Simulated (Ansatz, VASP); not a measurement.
# SnO: VASP beside Ansatz

File INCAR:

```
SYSTEM = SnO
PREC = Accurate
ENCUT = 520
EDIFF = 1E-8
ISMEAR = -1
SIGMA = 0.01
LREAL = .False.
LASPH = .True.
NELM = 60
ALGO = Normal
ISIF = 2
LWAVE = .False.
LCHARG = .False.
GGA = PS
LEFG = .True.
NBANDS = 28
```

The input KPOINTS:

```
regular mesh
0
Gamma
  8 8 6
  0 0 0
```

Contents of POSCAR:

```
SnO
1.0
    3.8520320533      0.0000000000      0.0000000000
    0.0000000000      3.8520320533      0.0000000000
    0.0000000000      0.0000000000      4.8996388769
Sn O
2 2
Direct
    0.0000000000      0.5000000000      0.2385000000
    0.5000000000      0.0000000000      0.7615000000
    0.0000000000      0.0000000000      0.0000000000
    0.5000000000      0.5000000000      0.0000000000
```

Input for Ansatz:

```yaml
crystal:
  lattice:
    - [3.8520320533, 0.0, 0.0]
    - [0.0, 3.8520320533, 0.0]
    - [0.0, 0.0, 4.8996388769]
  atoms:
    - { symbol: Sn, position: [0.0, 0.5, 0.2385] }
    - { symbol: Sn, position: [0.5, 0.0, 0.7615] }
    - { symbol: O, position: [0.0, 0.0, 0.0] }
    - { symbol: O, position: [0.5, 0.5, 0.0] }
kpoints:
  mp_grid: { grid: [8, 8, 6] }
scf:
  occupations: { method: fermi_dirac, width: 0.01 }
hamiltonian:
  xc: pbesol
  pseudopotentials: { kind: all_electron, datasets: crystal }
output:
  forces: true
  stress: true
  eigenvalues: true
  efg: { contact_densities: true }
```

Change from the starting cell: volume scaled by 1.04, crystal datasets.

Alike in both runs: task electric field gradients; functional PBEsol; k mesh 8 × 8 × 6; occupations fermi-dirac, width 0.01 eV; no spin polarisation.

```csv
,VASP,Ansatz
version,VASP 6.6.1,Ansatz 0.2.0
potentials or method,"VASP PAW PBE potentials, release 64 (Sn_d, O), cutoff 520 eV","all-electron PAW with datasets made for the crystal, scalar-relativistic"
```

```csv
,VASP,Ansatz,Ansatz less VASP
pressure (GPa),-3.3,-3.5,-0.22
"traceless stress, the component that is largest in VASP (GPa)",0.25,0.24,-0.012
rms of the force components (eV/Å),0.156,0.189,+0.0327
size of Vzz on the site where it differs most (V/Å²),156.0,162.7,+6.76
```

VASP's potentials were made for PBE, not for PBEsol. Atom by atom the forces differ by 0.033 eV/Å (rms over components). Ansatz ran all-electron here, and VASP with PAW potentials.
